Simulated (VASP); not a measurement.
Crystal: InSe.

```
In Se
1.0
     1.96610    1.13513    8.29692
    -1.96610    1.13513    8.29692
     0.00000   -2.27025    8.29692
In Se
2 2
Direct
  0.88860 0.88860 0.88860
  0.00000 0.00000 0.00000
  0.17190 0.17190 0.17190
  0.38350 0.38350 0.38350
```

| Quantity | Value |
| --- | --- |
| Program | VASP 6.6.1 |
| Task | relaxation of cell and atoms |
| Functional | LDA |
| Potentials or basis | VASP PAW LDA potentials, release 64 (In_d, Se) |
| Cutoff | 620 eV |
| k mesh | 8 × 8 × 8 |
| Occupations | gaussian, width 0.03 eV |
| Spin | no spin polarisation |

At the start: pressure 1.5 GPa; volume 27.78 Å³/atom.

**Question.** Where does the relaxation end?

**Answer.** Over 44 steps the energy falls by 7.1 meV/atom and the volume is 27.86 Å³/atom (+0.3 %); space group R3m (No. 160, to 0.1 Å) before and after.

Step by step:
```csv
step,energy change (eV),largest force (eV/Å),pressure (GPa),volume (Å³)
1,0.0000,0.4750,1.49,111.10
3,-0.0233,0.0381,-0.19,113.52
5,-0.0242,0.0525,0.01,112.95
7,-0.0259,0.0552,0.04,112.57
9,-0.0264,0.1410,0.21,110.82
11,-0.0280,0.0289,-0.05,111.75
13,-0.0281,0.0094,-0.05,111.63
15,-0.0282,0.0095,0.00,111.45
17,-0.0282,0.0053,0.00,111.44
19,-0.0282,0.0023,-0.01,111.44
21,-0.0282,0.0025,0.01,111.44
23,-0.0282,0.0020,-0.02,111.46
25,-0.0282,0.0027,-0.01,111.45
27,-0.0282,0.0022,-0.01,111.45
29,-0.0282,0.0020,-0.01,111.44
31,-0.0282,0.0020,-0.01,111.44
33,-0.0282,0.0025,0.01,111.44
35,-0.0282,0.0020,-0.02,111.46
37,-0.0282,0.0027,-0.01,111.45
39,-0.0282,0.0022,-0.01,111.45
41,-0.0282,0.0020,-0.01,111.44
43,-0.0282,0.0020,-0.01,111.44
44,-0.0282,0.0020,-0.01,111.44
```

Final structure:
```
CELL_PARAMETERS angstrom
1.98831 1.14795 8.13763
-1.98831 1.14795 8.13763
0.00000 -2.29591 8.13763
ATOMIC_POSITIONS crystal
In 0.88809 0.88809 0.88809
In 0.00054 0.00054 0.00054
Se 0.16946 0.16946 0.16946
Se 0.38591 0.38591 0.38591
```
